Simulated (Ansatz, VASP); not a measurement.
# Two plane-wave programs on PbSe

File INCAR:

```
PREC = Accurate
ENCUT = 520
EDIFF = 1E-7
ISMEAR = -1
SIGMA = 0.01
LREAL = F
LASPH = T
NELM = 60
ALGO = Normal
ISIF = 2
LWAVE = F
LCHARG = F
GGA = PS
NBANDS = 17
```

Contents of KPOINTS:

```
Automatic mesh
0
Gamma
  6 6 6
```

The input POSCAR:

```
PbSe
1.0
    0.0000000000      3.0606500000      3.0606500000
    3.0606500000      0.0000000000      3.0606500000
    3.0606500000      3.0606500000      0.0000000000
Pb Se
1 1
Direct
    0.0000000000      0.0000000000      0.0000000000
    0.5000000000      0.5000000000      0.5000000000
```

Input for Ansatz:

```yaml
crystal:
  lattice:
    - [0.0, 3.06065, 3.06065]
    - [3.06065, 0.0, 3.06065]
    - [3.06065, 3.06065, 0.0]
  atoms:
    - { symbol: Pb, position: [0.0, 0.0, 0.0] }
    - { symbol: Se, position: [0.5, 0.5, 0.5] }
kpoints:
  mp_grid:
    grid: [6, 6, 6]
hamiltonian:
  xc: pbesol
  pseudopotentials:
    kind: paw
scf:
  occupations:
    method: fermi_dirac
    width: 0.01
output:
  forces: true
  stress: true
```

Alike in both runs: task single point; functional PBEsol; k mesh 6 × 6 × 6; occupations fermi-dirac, width 0.01 eV; no spin polarisation.

```csv
,VASP,Ansatz
version,VASP 6.6.1,Ansatz 0.2.0
potentials or method,"VASP PAW PBE potentials, release 64 (Pb_d, Se)","plane waves, PAW"
plane-wave cutoff (eV),520,420
valence electrons in the cell,20,30
```

```tsv
	VASP	Ansatz	Ansatz less VASP
pressure (GPa)	-0.5	-0.5	0.00
```

VASP's potentials were made for PBE, not for PBEsol. VASP's potentials hold 20 valence electrons a cell and Ansatz's 30, so a difference there can come from the potentials and not from the codes.

Spin-orbit coupling is off throughout.
